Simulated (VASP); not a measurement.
# FePt (P4/mmm) in VASP: single point with PBE

Aim: the single point of FePt with PBE.

All numbers are computed with VASP 6.6.1; they aren't measurements. Logs are shortened: lines on timing, memory, paths and dates and some standing lists are left out, and cuts for length are marked.

### 1 The cell of the first run

Symmetry: P4/mmm, No. 123, tetragonal system. The conventional cell has a = 2.729 Å, b = 2.729 Å, c = 3.766 Å, α = 90.00°, β = 90.00°, γ = 90.00°. Fe (site symmetry 4/mmm) has 8 Pt at 2.70 Å and 4 Fe at 2.73 Å within 3.6 Å. Pt (site symmetry 4/mmm) has 8 Fe at 2.70 Å and 4 Pt at 2.73 Å within 3.6 Å.

### 2 Single point, PBE, collinear spin, ferromagnetic start

The input, INCAR:

```
SYSTEM = FePt
ALGO     = Normal         ! electronic algorithm
EDIFF    = 1E-6           ! SCF threshold, eV
ENCUT    = 520            ! plane-wave cutoff, eV
GGA      = PE             ! functional
ISIF     = 2              ! what is computed and relaxed
ISMEAR   = 0              ! smearing method
ISPIN    = 2              ! spin polarisation
LASPH    = .TRUE.         ! aspherical terms in the spheres
LCHARG   = .TRUE.         ! write CHGCAR
LELF     = .TRUE.         ! ELF
LMAXMIX  = 4              ! l up to which the mixer works
LORBIT   = 11             ! projections on sites
LREAL    = .FALSE.        ! projectors in reciprocal space
LVHAR    = .TRUE.       
LWAVE    = .FALSE.        ! write WAVECAR
MAGMOM   = 3.27 0.45      ! initial moments
NBANDS   = 20             ! bands
NELM     = 150            ! most SCF steps
PREC     = Accurate       ! precision mode
SIGMA    = 0.1            ! smearing width, eV
```

The input, KPOINTS:

```
k-points
0
G
  16 16 12
  0 0 0
```

The input, POSCAR:

```
FePt
1.0
    2.7288184707      0.0000000000      0.0000000000
    0.0000000000      2.7288184707      0.0000000000
    0.0000000000      0.0000000000      3.7663822933
Fe Pt
1 1
Direct
    0.5000000000      0.5000000000      0.5000000000
    0.0000000000      0.0000000000      0.0000000000
```

Potentials or basis: VASP PAW PBE potentials, release 64 (Fe, Pt).

Run with:

```console
> cat potpaw_PBE.64/Fe/POTCAR potpaw_PBE.64/Pt/POTCAR > POTCAR
> mpirun -np 1 vasp_std > vasp.out
```

OUTCAR:

```text
SYSTEM = FePt
   EDIFF = 1E-6
   ENCUT = 520
   GGA = PE
   ISIF = 2
   ISMEAR = 0
   ISPIN = 2
   LASPH = .TRUE.
   LORBIT = 11
   LREAL = .FALSE.
   NELM = 150
   PREC = Accurate

 ion  position               nearest neighbor table
   1  0.500  0.500  0.500-   2 2.70   2 2.70   2 2.70   2 2.70   2 2.70   2 2.70   2 2.70   2 2.70

   2  0.000  0.000  0.000-   1 2.70   1 2.70   1 2.70   1 2.70   1 2.70   1 2.70   1 2.70   1 2.70

  LATTYP: Found a simple tetragonal cell.
 ALAT       =     2.7288184707
 C/A-ratio  =     1.3802245674

  Lattice vectors:

 A1 = (   2.7288184707,   0.0000000000,   0.0000000000)
 A2 = (   0.0000000000,   2.7288184707,   0.0000000000)
 A3 = (   0.0000000000,   0.0000000000,   3.7663822933)

Analysis of symmetry for initial positions (statically):
=====================================================================
 Subroutine PRICEL returns:
 Original cell was already a primitive cell.

 Routine SETGRP: Setting up the symmetry group for a
 simple tetragonal supercell.

 Subroutine GETGRP returns: Found 16 space group operations
 (whereof 16 operations were pure point group operations)
 out of a pool of 16 trial point group operations.

The static configuration has the point symmetry D_4h.

Analysis of symmetry for dynamics (positions and initial velocities):
=====================================================================
 Subroutine PRICEL returns:
 Original cell was already a primitive cell.

 Routine SETGRP: Setting up the symmetry group for a
 simple tetragonal supercell.

 Subroutine GETGRP returns: Found 16 space group operations
 (whereof 16 operations were pure point group operations)
 out of a pool of 16 trial point group operations.

The dynamic configuration has the point symmetry D_4h.

Analysis of structural, dynamic, and magnetic symmetry:
=====================================================================
 Subroutine PRICEL returns:
 Original cell was already a primitive cell.

 Routine SETGRP: Setting up the symmetry group for a
 simple tetragonal supercell.

 Subroutine GETGRP returns: Found 16 space group operations
 (whereof 16 operations were pure point group operations)
 out of a pool of 16 trial point group operations.

The overall configuration has the point symmetry D_4h.

 Subroutine INISYM returns: Found 16 space group operations
 (whereof 16 operations are pure point group operations),
 and found     1 'primitive' translations

----------------------------------------------------------------------------------------

                                     Primitive cell

  volume of cell :      28.0462

  direct lattice vectors                    reciprocal lattice vectors
     2.728818471  0.000000000  0.000000000     0.366458968  0.000000000  0.000000000
     0.000000000  2.728818471  0.000000000     0.000000000  0.366458968  0.000000000
     0.000000000  0.000000000  3.766382293     0.000000000  0.000000000  0.265506771

  length of vectors
     2.728818471  2.728818471  3.766382293     0.366458968  0.366458968  0.265506771

  position of ions in fractional coordinates (direct lattice)
     0.500000000  0.500000000  0.500000000
     0.000000000  0.000000000  0.000000000

  ion indices of the primitive-cell ions
   primitive index   ion index
                 1           1
                 2           2

----------------------------------------------------------------------------------------

 KPOINTS: k-points

Automatic generation of k-mesh.
 Grid dimensions read from file:
 generate k-points for:   16   16   12

 Generating k-lattice:

  Cartesian coordinates                     Fractional coordinates (reciprocal lattice)
     0.022903685  0.000000000  0.000000000     0.062500000  0.000000000  0.000000000
     0.000000000  0.022903685  0.000000000     0.000000000  0.062500000  0.000000000
     0.000000000  0.000000000  0.022125564     0.000000000  0.000000000  0.083333333

  Length of vectors
     0.022903685  0.022903685  0.022125564

  Shift w.r.t. Gamma in fractional coordinates (k-lattice)
     0.000000000  0.000000000  0.000000000

 Subroutine IBZKPT returns following result:
 ===========================================

 Found    315 irreducible k-points:

 Following reciprocal coordinates:
            Coordinates               Weight
  0.000000  0.000000  0.000000      1.000000
  0.062500  0.000000  0.000000      4.000000
  0.125000  0.000000  0.000000      4.000000
  0.187500  0.000000  0.000000      4.000000
  0.250000  0.000000  0.000000      4.000000
  0.312500  0.000000  0.000000      4.000000
[... 16 lines left out ...]
  0.437500  0.125000  0.000000      8.000000
  0.500000  0.125000  0.000000      4.000000
 [... further k-points ...]
   k-points           NKPTS =    315   k-points in BZ     NKDIM =    315   number of bands    NBANDS=     20
   number of dos      NEDOS =    301   number of ions     NIONS =      2
   total plane-waves  NPLWV =  11200
   dimension x,y,z NGX =    20 NGY =   20 NGZ =   28
   dimension x,y,z NGXF=    40 NGYF=   40 NGZF=   56
   ions per type =               1   1
   NGX,Y,Z   is equivalent  to a cutoff of  12.18, 12.18, 12.36 a.u.
   NGXF,Y,Z  is equivalent  to a cutoff of  24.37, 24.37, 24.72 a.u.
 SYSTEM =  FePt
   PREC   = accura    normal or accurate (medium, high low for compatibility)
   ISTART =      0    job   : 0-new  1-cont  2-samecut
   ICHARG =      2    charge: 1-file 2-atom 10-const
   ISPIN  =      2    spin polarized calculation?
   LNONCOLLINEAR =      F non collinear calculations
   LSORBIT =      F    spin-orbit coupling
   LASPH  =      T    aspherical Exc in radial PAW
   ENCUT  =  520.0 eV  38.22 Ry    6.18 a.u.   5.07  5.07  7.00*2*pi/ulx,y,z
   NELM   =    150;   NELMIN=  2; NELMDL= -5     # of ELM steps
   EDIFF  = 0.1E-05   stopping-criterion for ELM
   LREAL  =      F    real-space projection
   EDIFFG = 0.1E-04   stopping-criterion for IOM
   NSW    =      0    number of steps for IOM
   IBRION =     -1    ionic relax: 0-MD 1-quasi-New 2-CG
   NFREE  =      0    steps in history (QN), initial steepest desc. (CG)
   ISIF   =      2    stress and relaxation
   ISYM   =      2    0-nonsym 1-usesym 2-fastsym
   POTIM  = 0.5000    time-step for ionic-motion
   TEBEG  =    0.0;   TEEND  =   0.0 temperature during run
   PSTRESS=    0.0 pullay stress
   NELECT =      18.0000    total number of electrons
   NUPDOWN=      -1.0000    fix difference up-down
   EMIN   =  10.00;   EMAX   =-10.00  energy-range for DOS
   EFERMI =   0.00;   METHOD = LEGACY
   ISMEAR =     0;   SIGMA  =   0.10  broadening in eV -4-tet -1-fermi 0-gaus
   EFERMI_NEDOS =   21; number of points for ismear=-14 and -15
   IALGO  =     38    algorithm
   IMIX   =      4    mixing-type and parameters
     AMIX     =   0.40;   BMIX     =  1.00
     AMIX_MAG =   1.60;   BMIX_MAG =  1.00
  volume/ion in A,a.u.               =      14.02        94.63
  Fermi-wavevector in a.u.,A,eV,Ry     =   1.412129  2.668537 27.131499  1.994109
  Thomas-Fermi vector in A             =   2.533910
   LORBIT       =     11    0 simple, 1 ext, 2 COOP (PROOUT), +10 PAW based schemes
   GGA     = PE    functional components
   LHFCALC =     F    Hartree Fock is set to
   AEXX    =    0.0000 exact exchange contribution
   IVDW    =     0    specifies the selected vdW correction
   LEPSILON=     F    determine dielectric tensor
   LRPA    =     F    only Hartree local field effects (RPA)
 spin polarized calculation
 Gauss-broadening in eV      SIGMA  =   0.10
  energy-cutoff  :      520.00
  volume of cell :       28.05
 maximum number of plane-waves:       776
   NGX = 11   NGY = 11   NGZ = 15

 number of electron      17.9999990 magnetization       3.2891528

 Free energy of the ion-electron system (eV)
  ---------------------------------------------------
  ext. energy  EPLUGINS =         0.00000000
  ---------------------------------------------------
  free energy    TOTEN  =       -14.80980669 eV

  energy without entropy =      -14.80379495  energy(sigma->0) =      -14.80680082

 E-fermi :   8.4721     XC(G=0): -12.9638

 val. band max:        8.4641160930   @ k =   0.5000   0.4375   0.0000
 cond. band min:       8.4820080975   @ k =   0.2500   0.0000   0.4167
 fundamental gap:      0.0178920046
 Fermi energy:         8.4720591583

 spin component 1

 k-point     1 :       0.0000    0.0000    0.0000
  band No.  band energies     occupation
      1      -0.9836      1.00000
      2       2.2394      1.00000
      3       2.4205      1.00000
      4       5.0942      1.00000
      5       5.0942      1.00000
      6       5.5364      1.00000
[... 12 lines left out ...]
     19      29.9482      0.00000
     20      29.9482      0.00000
[... 507 lines left out ...]
 k-point    24 :       0.5000    0.1250    0.0000
  band No.  band energies     occupation
      1       2.8759      1.00000
      2       3.5780      1.00000
      3       3.7503      1.00000
      4       4.0389      1.00000
      5       4.5582      1.00000
      6       5.0662      1.00000
[... 12 lines left out ...]
     19      30.0867      0.00000
     20      31.4906      0.00000

 [... further k-points ...]

 spin component 2

 k-point     1 :       0.0000    0.0000    0.0000
  band No.  band energies     occupation
      1      -0.8540      1.00000
      2       2.7992      1.00000
      3       2.8123      1.00000
      4       6.1893      1.00000
      5       6.1894      1.00000
      6       7.6773      1.00000
[... 12 lines left out ...]
     19      30.0545      0.00000
     20      30.0545      0.00000
[... 507 lines left out ...]
 k-point    24 :       0.5000    0.1250    0.0000
  band No.  band energies     occupation
      1       3.0322      1.00000
      2       3.9049      1.00000
      3       4.3206      1.00000
      4       4.4014      1.00000
      5       5.8844      1.00000
      6       6.5002      1.00000
[... 12 lines left out ...]
     19      30.7134      0.00000
     20      31.8432      0.00000

 [... further k-points ...]

------------------------ aborting loop because EDIFF is reached ----------------------------------------

  FORCE on cell =-STRESS in cart. coord.  units (eV):
  Direction    XX          YY          ZZ          XY          YZ          ZX
  --------------------------------------------------------------------------------------
  -------------------------------------------------------------------------------------
  Total       -0.0811593     -0.0811593     -0.0629271      0.0000000      0.0000000     -0.0000000
  in kB       -4.6363367     -4.6363367     -3.5947965      0.0000000      0.0000000     -0.0000000
  external PRESSURE =      -4.2891566 kB  Pullay stress =       0.0000000 kB

 VOLUME and BASIS-vectors are now :
 -----------------------------------------------------------------------------
  energy-cutoff  :      520.00
  volume of cell :       28.05
      direct lattice vectors                 reciprocal lattice vectors
     2.728818471  0.000000000  0.000000000     0.366458968  0.000000000  0.000000000
     0.000000000  2.728818471  0.000000000     0.000000000  0.366458968  0.000000000
     0.000000000  0.000000000  3.766382293     0.000000000  0.000000000  0.265506771

 POSITION                                       TOTAL-FORCE (eV/Angst)
 -----------------------------------------------------------------------------------
      1.36441      1.36441      1.88319         0.000000      0.000000      0.000000
      0.00000      0.00000      0.00000         0.000000      0.000000      0.000000
 -----------------------------------------------------------------------------------
    total drift:                               -0.000000      0.000000      0.000000

  FREE ENERGIE OF THE ION-ELECTRON SYSTEM (eV)
  ---------------------------------------------------
  free  energy   TOTEN  =       -14.8098066875 eV

  energy  without entropy=      -14.8037949532  energy(sigma->0) =      -14.80680082

 total charge

# of ion       s       p       d       tot
------------------------------------------
    1        0.403   0.438   6.111   6.952
    2        0.707   0.647   8.047   9.401
--------------------------------------------------
tot          1.110   1.084  14.158  16.352

 magnetization (x)

# of ion       s       p       d       tot
------------------------------------------
    1        0.005  -0.007   2.949   2.947
    2       -0.025  -0.067   0.416   0.323
--------------------------------------------------
tot         -0.020  -0.074   3.365   3.270
```

Wall time 2.6 min (1 thread of Intel Xeon Platinum 8488C (Sapphire Rapids), shared host); peak memory 0.37 GiB.

What came out:

* Free energy: -14.8098 eV
* Pressure: -0.4 GPa
* Net moment: 3.29 μB per cell
* Site moments: Fe +2.95; Pt +0.32 μB
* Valence electrons inside the program's atomic spheres: Fe 6.95; Pt 9.40

Stress tensor (GPa, compression positive):
```
-0.46  0.00  0.00
 0.00 -0.46  0.00
 0.00  0.00 -0.36
```

Caveat: spin-orbit coupling is left out, which moves the levels of the heavy elements.
